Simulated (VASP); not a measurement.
Set up this calculation in VASP 6.6.1, as the native input.

```
Task                   : single point
Functional             : r2SCAN
Potentials or basis    : VASP PAW PBE potentials, release 64 (O, Cd_sv_GW, S)
Cutoff                 : 660 eV
k mesh                 : 6 × 6 × 6
Occupations            : fermi-dirac, width 0.02 eV
Spin                   : no spin polarisation
Dipole correction      : no
Further INCAR settings : ALGO = Normal; EDIFF = 1e-06; NBANDS = 34
```

Crystal: Cd2SO.

```
CELL_PARAMETERS angstrom
3.91897 0.00000 0.00000
0.00000 3.91897 0.00000
0.00000 0.00000 5.28804
ATOMIC_POSITIONS crystal
O 0.00000 0.00000 0.00000
Cd 0.00000 0.50000 0.79685
Cd 0.50000 0.00000 0.20315
S 0.50000 0.50000 0.50000
```

One way to write it, as run:

POSCAR

```
Cd2SO
1.0
    3.9189704526      0.0000000000      0.0000000000
    0.0000000000      3.9189704526      0.0000000000
    0.0000000000      0.0000000000      5.2880412584
O Cd S
1 2 1
Direct
    0.0000000000      0.0000000000      0.0000000000
    0.0000000000      0.5000000000      0.7968472731
    0.5000000000      0.0000000000      0.2031527269
    0.5000000000      0.5000000000      0.5000000000
```

INCAR.step1

```
SYSTEM = Cd2SO
ALGO = Normal ; EDIFF = 1E-5
ENCUT = 660 ; GGA = PE
GGA_COMPAT = .FALSE. ; ISMEAR = -1
LASPH = .TRUE. ; LCHARG = .FALSE.
LREAL = .FALSE. ; LWAVE = .TRUE.
NBANDS = 34 ; NELM = 120
PREC = Accurate ; SIGMA = 0.02
```

INCAR.step2

```
SYSTEM = Cd2SO
ALGO = Normal ; EDIFF = 1E-6
ENCUT = 660 ; GGA_COMPAT = .FALSE.
ISIF = 2 ; ISMEAR = -1
ISTART = 1 ; LASPH = .TRUE.
LCHARG = .TRUE. ; LELF = .TRUE.
LMIXTAU = .TRUE. ; LREAL = .FALSE.
LVHAR = .TRUE. ; LWAVE = .FALSE.
METAGGA = R2SCAN ; NBANDS = 34
NELM = 120 ; PREC = Accurate
SIGMA = 0.02
```

KPOINTS

```
k-points
0
G
  6 6 6
  0 0 0
```

Potentials or basis: VASP PAW PBE potentials, release 64 (O, Cd_sv_GW, S).

Run with:

```console
$ cat potpaw_PBE.64/O/POTCAR potpaw_PBE.64/Cd_sv_GW/POTCAR potpaw_PBE.64/S/POTCAR > POTCAR
$ cp INCAR.step1 INCAR
$ mpirun -np 1 vasp_std > vasp.out
$ cp INCAR.step2 INCAR
$ mpirun -np 1 vasp_std > vasp.out
```

It gave:

| Quantity | Value |
| --- | --- |
| Pressure | -0.2 GPa |
| Largest force | 0.008 eV/Å |
| Band gap on the k mesh | 0.38 eV |

Caveat: the PAW data sets were made with another functional, which shifts forces and pressure a little.

It took 4.6 min on 1 thread of Intel(R) Xeon(R) 6975P-C (Granite Rapids) (shared host), peak memory 0.37 GiB.
